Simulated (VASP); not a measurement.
# As (R-3m) in VASP: further runs

As is run at these levels: RPBE, LDA, PBEsol; tasks: single point.

Everything below comes from runs of VASP 6.6.1. Logs are shortened: lines on timing, memory, paths and dates and some standing lists are left out, and cuts for length are marked.

**1. The cell of the first run**

Symmetry: R-3m, No. 166, trigonal system. Conventional cell: a = 3.837 Å, b = 3.837 Å, c = 10.039 Å, α = 90.00°, β = 90.00°, γ = 120.00°. As (site symmetry 3m) has 6 As at 2.53 to 3.07 Å within 3.3 Å.

**2. Single point, RPBE**

Input file INCAR:

```
PREC = Accurate
ENCUT = 520
EDIFF = 1E-6
ISMEAR = 0
SIGMA = 0.05
LREAL = F
LASPH = T
NELM = 60
ALGO = Normal
ISIF = 2
LWAVE = F
LCHARG = T
GGA = RP
LELF = T
LVHAR = T
NBANDS = 12
```

Input file KPOINTS:

```
Automatic mesh
0
Gamma
  13 13 13
```

Input file POSCAR:

```
As
1.0
    1.9185112564      1.1076529903      3.3463392000
   -1.9185112564      1.1076529903      3.3463392000
    0.0000000000     -2.2153059806      3.3463392000
As
2
Direct
    0.2275400000      0.2275400000      0.2275400000
    0.7724600000      0.7724600000      0.7724600000
```

Potentials or basis: VASP PAW PBE potentials, release 64 (As).

The run is started by

```console
> cat potpaw_PBE.64/As/POTCAR > POTCAR
> mpirun -np 1 vasp_std > vasp.out
```

OUTCAR:

```text
PREC = Accurate
   ENCUT = 520
   EDIFF = 1E-6
   ISMEAR = 0
   LREAL = F
   LASPH = T
   NELM = 60
   ISIF = 2
   GGA = RP

 ion  position               nearest neighbor table
   1  0.228  0.228  0.228-   2 2.53   2 2.53   2 2.53
   2  0.772  0.772  0.772-   1 2.53   1 2.53   1 2.53

  LATTYP: Found a trigonal (rhomboedric) cell.
 ALAT       =     4.0131741339
 COS(alpha) =     0.5429300284

  Lattice vectors:

 A1 = (   1.9185112564,   1.1076529903,   3.3463392000)
 A2 = (  -1.9185112564,   1.1076529903,   3.3463392000)
 A3 = (   0.0000000000,  -2.2153059806,   3.3463392000)

Analysis of symmetry for initial positions (statically):
=====================================================================
 Subroutine PRICEL returns:
 Original cell was already a primitive cell.

 Routine SETGRP: Setting up the symmetry group for a
 trigonal (rhombohedral) supercell.

 Subroutine GETGRP returns: Found 12 space group operations
 (whereof 12 operations were pure point group operations)
 out of a pool of 12 trial point group operations.

The static configuration has the point symmetry D_3d.

Analysis of symmetry for dynamics (positions and initial velocities):
=====================================================================
 Subroutine PRICEL returns:
 Original cell was already a primitive cell.

 Routine SETGRP: Setting up the symmetry group for a
 trigonal (rhombohedral) supercell.

 Subroutine GETGRP returns: Found 12 space group operations
 (whereof 12 operations were pure point group operations)
 out of a pool of 12 trial point group operations.

The dynamic configuration has the point symmetry D_3d.

 Subroutine INISYM returns: Found 12 space group operations
 (whereof 12 operations are pure point group operations),
 and found     1 'primitive' translations

----------------------------------------------------------------------------------------

                                     Primitive cell

  volume of cell :      42.6667

  direct lattice vectors                    reciprocal lattice vectors
     1.918511256  1.107652990  3.346339200     0.260618747  0.150468304  0.099611340
    -1.918511256  1.107652990  3.346339200    -0.260618747  0.150468304  0.099611340
     0.000000000 -2.215305981  3.346339200     0.000000000 -0.300936608  0.099611340

  length of vectors
     4.013174134  4.013174134  4.013174134     0.316994102  0.316994102  0.316994102

[... 83 lines left out ...]
   NSW    =      0    number of steps for IOM
   IBRION =     -1    ionic relax: 0-MD 1-quasi-New 2-CG
   NFREE  =      0    steps in history (QN), initial steepest desc. (CG)
   ISIF   =      2    stress and relaxation
   ISYM   =      2    0-nonsym 1-usesym 2-fastsym
   POTIM  = 0.5000    time-step for ionic-motion
   TEBEG  =    0.0;   TEEND  =   0.0 temperature during run
   PSTRESS=    0.0 pullay stress
   NELECT =      10.0000    total number of electrons
   NUPDOWN=      -1.0000    fix difference up-down
   EMIN   =  10.00;   EMAX   =-10.00  energy-range for DOS
   EFERMI =   0.00;   METHOD = LEGACY
   ISMEAR =     0;   SIGMA  =   0.05  broadening in eV -4-tet -1-fermi 0-gaus
   EFERMI_NEDOS =   21; number of points for ismear=-14 and -15
   IALGO  =     38    algorithm
   IMIX   =      4    mixing-type and parameters
     AMIX     =   0.40;   BMIX     =  1.00
     AMIX_MAG =   1.60;   BMIX_MAG =  1.00
  volume/ion in A,a.u.               =      21.33       143.96
  Fermi-wavevector in a.u.,A,eV,Ry     =   1.009358  1.907409 13.861654  1.018803
  Thomas-Fermi vector in A             =   2.142281
   LORBIT       =      0    0 simple, 1 ext, 2 COOP (PROOUT), +10 PAW based schemes
   GGA     = RP    functional components
   LHFCALC =     F    Hartree Fock is set to
   AEXX    =    0.0000 exact exchange contribution
   IVDW    =     0    specifies the selected vdW correction
   LEPSILON=     F    determine dielectric tensor
   LRPA    =     F    only Hartree local field effects (RPA)
 non-spin polarized calculation
 Gauss-broadening in eV      SIGMA  =   0.05
  energy-cutoff  :      520.00
  volume of cell :       42.67
 maximum number of plane-waves:      1163
 NGX is ok and might be reduce to    30

 number of electron      10.0000000 magnetization

 Free energy of the ion-electron system (eV)
  ---------------------------------------------------
  ext. energy  EPLUGINS =         0.00000000
  ---------------------------------------------------
  free energy    TOTEN  =        -8.55110107 eV

  energy without entropy =       -8.55092688  energy(sigma->0) =       -8.55101398

 E-fermi :   5.5812     XC(G=0):  -9.9552

 val. band max:        5.5658703113   @ k =   0.3846   0.2308   0.2308
 cond. band min:       5.5891051501   @ k =   0.3846   0.1538   0.1538
 fundamental gap:      0.0232348387
 Fermi energy:         5.5811514085

 k-point     1 :       0.0000    0.0000    0.0000
  band No.  band energies     occupation
      1      -9.3698      2.00000
      2       0.0663      2.00000
      3       3.3750      2.00000
      4       3.3750      2.00000
      5       3.5934      2.00000
      6       7.4327      0.00000
      7       8.6396      0.00000
      8       8.6396      0.00000
      9      12.1233      0.00000
     10      12.1233      0.00000
     11      12.8596      0.00000
     12      14.1698      0.00000
[... 331 lines left out ...]
 k-point    24 :       0.4615    0.1538    0.0000
  band No.  band energies     occupation
      1      -7.1015      2.00000
      2      -4.6404      2.00000
      3       1.4705      2.00000
      4       2.5333      2.00000
      5       3.7712      2.00000
      6       7.2889      0.00000
      7       7.7734      0.00000
      8       8.6403      0.00000
      9      11.9270      0.00000
     10      16.1536      0.00000
     11      16.3401      0.00000
     12      17.0322      0.00000

 [... further k-points ...]
[... 5 lines left out ...]
  --------------------------------------------------------------------------------------
  -------------------------------------------------------------------------------------
  Total        0.9596897      0.9596897      1.6529277      0.0000000     -0.0000000      0.0000000
  in kB       36.0372905     36.0372905     62.0690591      0.0000000     -0.0000000      0.0000000
  external PRESSURE =      44.7145467 kB  Pullay stress =       0.0000000 kB

 VOLUME and BASIS-vectors are now :
 -----------------------------------------------------------------------------
  energy-cutoff  :      520.00
  volume of cell :       42.67
      direct lattice vectors                 reciprocal lattice vectors
     1.918511256  1.107652990  3.346339200     0.260618747  0.150468304  0.099611340
    -1.918511256  1.107652990  3.346339200    -0.260618747  0.150468304  0.099611340
     0.000000000 -2.215305981  3.346339200     0.000000000 -0.300936608  0.099611340

 POSITION                                       TOTAL-FORCE (eV/Angst)
 -----------------------------------------------------------------------------------
      0.00000      0.00000      2.28428         0.000000      0.000000      0.442076
      0.00000      0.00000      7.75474         0.000000      0.000000     -0.442076
 -----------------------------------------------------------------------------------
    total drift:                               -0.000000      0.000000     -0.000000

  FREE ENERGIE OF THE ION-ELECTRON SYSTEM (eV)
  ---------------------------------------------------
  free  energy   TOTEN  =        -8.5511010714 eV

  energy  without entropy=       -8.5509268786  energy(sigma->0) =       -8.55101398
```

stdout:

```text
POSCAR found type information on POSCAR As
 POSCAR found :  1 types and       2 ions
 scaLAPACK will be used
 -----------------------------------------------------------------------------
|                                                                             |
|                                                                             |
|     You enforced a specific xc type in the INCAR file but a different       |
|     I HOPE YOU KNOW WHAT YOU ARE DOING!                                     |
|                                                                             |
 -----------------------------------------------------------------------------

 LDA part: xc-table for (Slater+PW92), standard interpolation
 POSCAR, INCAR and KPOINTS ok, starting setup
 FFT: planning ... GRIDC
 FFT: planning ... GRID_SOFT
 FFT: planning ... GRID
 WAVECAR not read
 entering main loop
```

Run time: 74 s. Hardware: 1 thread of Intel Xeon Platinum 8488C (Sapphire Rapids), shared host; peak memory 0.24 GiB.

What came out:

```
Free energy            : -8.5511 eV
Pressure               : 4.5 GPa
Largest force          : 0.442 eV/Å
Band gap on the k mesh : zero (band 5 reaches 5.59 eV, above the bottom of band 6 at 5.53 eV)
```

Forces in eV/Å, atoms in the order of the input:
```
As   0.000  0.000  0.442
As   0.000  0.000 -0.442
```

Levels at points of the mesh, in eV from the Fermi level:
```
           k point  band 2  band 3  band 4  band 5  band 6  band 7  band 8  band 9
(0.00, 0.00, 0.00)   -5.51   -2.21   -2.21   -1.99    1.85    3.06    3.06    6.54
```

Caveat: the PAW data sets were made with another functional, which shifts forces and pressure a little.

**3. Single point, LDA**

This run uses another cell than the first one, of the same volume but with other edges.

Input file INCAR:

```
ALGO     = Normal         # electronic algorithm
EDIFF    = 1E-6           # SCF threshold, eV
ENCUT    = 520            # plane-wave cutoff, eV
GGA      = CA             # functional
ISIF     = 2              # what is computed and relaxed
ISMEAR   = -1             # smearing method
LASPH    = True           # aspherical terms in the spheres
LCHARG   = True           # write CHGCAR
LELF     = True           # ELF
LREAL    = False          # projectors in reciprocal space
LVHAR    = True         
LWAVE    = False          # write WAVECAR
NBANDS   = 12             # bands
NELM     = 80             # most SCF steps
PREC     = Accurate       # precision mode
SIGMA    = 0.05           # smearing width, eV
```

Input file KPOINTS:

```
k-points
0
Gamma
  13 13 13
```

Input file POSCAR:

```
As
1.0
    1.8797494575      1.0852738553      3.4857700000
   -1.8797494575      1.0852738553      3.4857700000
    0.0000000000     -2.1705477106      3.4857700000
As
2
Direct
    0.2275400000      0.2275400000      0.2275400000
    0.7724600000      0.7724600000      0.7724600000
```

Potentials or basis: VASP PAW LDA potentials, release 64 (As).

The run is started by

```console
> cat potpaw_LDA.64/As/POTCAR > POTCAR
> mpirun -np 1 vasp_std > vasp.out
```

Wall time 54 s (1 thread of Intel Xeon Platinum 8259CL at 2.50GHz (Skylake/Cascade Lake), shared host); peak memory 0.22 GiB.

Results (log left out):

* Free energy: -10.7678 eV
* Pressure: -1.1 GPa
* Largest force: 0.139 eV/Å
* Band gap on the k mesh: zero (band 5 reaches 5.72 eV, above the bottom of band 6 at 5.37 eV)

Forces in eV/Å, atoms in the order of the input:
```
As   0.000  0.000  0.139
As   0.000  0.000 -0.139
```

Stress tensor (GPa, compression positive):
```
-0.74  0.00  0.00
 0.00 -0.74  0.00
 0.00  0.00 -1.82
```

Levels at points of the mesh, in eV from the Fermi level:
```csv
k point,band 3,band 4,band 5,band 6,band 7,band 8
"(0.00, 0.00, 0.00)",-2.58,-2.05,-2.05,1.69,2.89,2.89
```

**4. Single point, PBEsol**

This run uses another cell than the first one, of the same volume but with other edges.

Input file INCAR:

```
PREC     = Accurate       # precision mode
ENCUT    = 520            # plane-wave cutoff, eV
EDIFF    = 1E-6           # SCF threshold, eV
ISMEAR   = -1             # smearing method
SIGMA    = 0.05           # smearing width, eV
LREAL    = F              # projectors in reciprocal space
LASPH    = T              # aspherical terms in the spheres
NELM     = 100            # most SCF steps
ALGO     = Normal         # electronic algorithm
ISIF     = 2              # what is computed and relaxed
LWAVE    = F              # write WAVECAR
LCHARG   = F              # write CHGCAR
GGA      = PS             # functional
NBANDS   = 12             # bands
```

Input file KPOINTS:

```
regular mesh
0
Gamma
  13 13 13
```

POSCAR is that of step 3.

Potentials or basis: VASP PAW PBE potentials, release 64 (As).

The run is started by

```console
> cat potpaw_PBE.64/As/POTCAR > POTCAR
> mpirun -np 1 vasp_std > vasp.out
```

Run time: 53 s. Hardware: 1 thread of Intel Xeon Platinum 8259CL at 2.50GHz (Skylake/Cascade Lake), shared host; peak memory 0.24 GiB.

It converged, with:

```yaml
Free_energy: -10.2062 eV
Pressure: 0.5 GPa
Largest_force: 0.243 eV/Å
Band_gap_on_the_k_mesh: zero (band 5 reaches 5.63 eV, above the bottom of band 6 at 5.27 eV)
```

Forces in eV/Å, atoms in the order of the input:
```
As   0.000  0.000  0.243
As   0.000  0.000 -0.243
```

Stress tensor (GPa, compression positive):
```
 0.95  0.00  0.00
 0.00  0.95  0.00
 0.00  0.00 -0.30
```

Levels at points of the mesh, in eV from the Fermi level:
| k point | band 1 | band 2 | band 3 | band 4 | band 5 | band 6 | band 7 | band 8 | band 9 | band 10 |
| --- | --- | --- | --- | --- | --- | --- | --- | --- | --- | --- |
| (0.00, 0.00, 0.00) | -15.16 | -5.81 | -2.60 | -2.06 | -2.06 | 1.67 | 2.89 | 2.89 | 6.67 | 6.67 |

Caveat: the PAW data sets were made with another functional, which shifts forces and pressure a little.

**5. The runs side by side**

```tsv
level	potentials or basis	cell	smearing	gap on the mesh (eV)	pressure (GPa)	largest force (eV/Å)
RPBE	VASP PAW PBE potentials, release 64 (As)	a = 4.013 Å, angles 57.1°, 2 atoms	gaussian 0.05 eV	none	4.5	0.44
LDA	VASP PAW LDA potentials, release 64 (As)	a = 4.106 Å, angles 54.5°, 2 atoms	fermi-dirac 0.05 eV	none	-1.1	0.14
PBEsol	VASP PAW PBE potentials, release 64 (As)	a = 4.106 Å, angles 54.5°, 2 atoms	fermi-dirac 0.05 eV	none	0.5	0.24
```

Alike in all rows: task single point; no spin polarisation; k mesh 13 × 13 × 13; cutoff (eV) 520.

Caveats: the PAW data sets were made with another functional, which shifts forces and pressure a little (some runs).

Total energies depend on the potentials used, so only differences within one code and one set of settings carry meaning.
